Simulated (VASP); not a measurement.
Input of a VASP 6.6.1 run:

The input INCAR:

```
PREC = Accurate
ENCUT = 500
EDIFF = 1E-7
ISMEAR = -1
SIGMA = 0.03
LREAL = F
LASPH = T
NELM = 120
ALGO = Normal
ISIF = 4
LWAVE = F
LCHARG = F
GGA = PE
IBRION = 2
NSW = 50
EDIFFG = -0.01
GGA_COMPAT = F
NELMIN = 4
```

File KPOINTS:

```
regular mesh
0
Gamma
  7 7 4
```

The input POSCAR:

```
PbI2
1.0
    4.6126901201      0.0000000000      0.0000000000
   -2.3063450601      3.9947068238      0.0000000000
    0.0000000000      0.0000000000      7.2570292713
Pb I
1 2
Direct
    0.0000000000      0.0000000000      0.0000000000
    0.6666666667      0.3333333333      0.7409464800
    0.3333333333      0.6666666667      0.2590535200
```

Potentials or basis: VASP PAW PBE potentials, release 64 (Pb_d, I).

The run is started by

```console
$ cat potpaw_PBE.64/Pb_d/POTCAR potpaw_PBE.64/I/POTCAR > POTCAR
$ mpirun -np 1 vasp_std > vasp.out
```

Estimate the band gap on the k mesh.

2.33 eV.

The path:
```csv
step,energy change (eV),largest force (eV/Å),pressure (GPa),volume (Å³)
1,0.0000,0.0029,0.51,133.72
2,0.0000,0.0012,0.52,133.72
3,-0.0001,0.0013,0.52,133.72
```

Caveat: spin-orbit coupling is left out, which moves the levels of the heavy elements; this functional lacks dispersion, which binds layers or chains, so the pressure and a relaxed spacing across them are unreliable. A k mesh can miss the band edges.
